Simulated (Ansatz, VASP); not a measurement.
Two plane-wave programs on C18Se

```
C Se
1.0
     7.39800    0.00000    0.00000
    -3.69900    6.40686    0.00000
     0.00000    0.00000   11.00000
C Se
18 1
Direct
  0.99601 0.00096 0.08659
  0.21896 0.11309 0.08637
  0.99855 0.33347 0.11293
  0.22301 0.44939 0.09186
  0.99966 0.67275 0.09178
  0.21760 0.78007 0.08494
  0.32924 0.00281 0.08267
  0.55196 0.11444 0.08497
  0.33106 0.33599 0.08659
  0.55122 0.44576 0.08659
  0.33034 0.66732 0.08499
  0.55308 0.77897 0.08271
  0.66472 0.00169 0.08501
  0.88265 0.10901 0.09183
  0.65926 0.33238 0.09176
  0.88370 0.44830 0.11285
  0.66336 0.66870 0.08641
  0.88625 0.78080 0.08659
  0.94101 0.39085 0.29163
```

Alike in both runs: functional PBEsol; k mesh 2 × 2 × 1; occupations fermi-dirac, width 0.05 eV; no spin polarisation.

Ansatz relaxed the structure, and its values are those at the end. VASP's run is a single point on that final structure, the one shown.

|  | VASP | Ansatz |
| --- | --- | --- |
| version | VASP 6.6.1 | Ansatz 0.2.0 |
| potentials or method | VASP PAW PBE potentials, release 64 (C, Se), cutoff 520 eV | scalar-relativistic, plane waves, PAW |
| valence electrons in the cell | 78 | 88 |

```tsv
	VASP	Ansatz	Ansatz less VASP
rms of the force components (eV/Å)	0.010	0.003	-0.0062
```

VASP's potentials were made for PBE, not for PBEsol. The functional is the same, so the differences come from potentials, cutoffs and numerics. VASP's potentials hold 78 valence electrons a cell and Ansatz's 88, so a difference there can come from the potentials and not from the codes.

The k mesh is coarse, so the values compare programs but aren't converged.
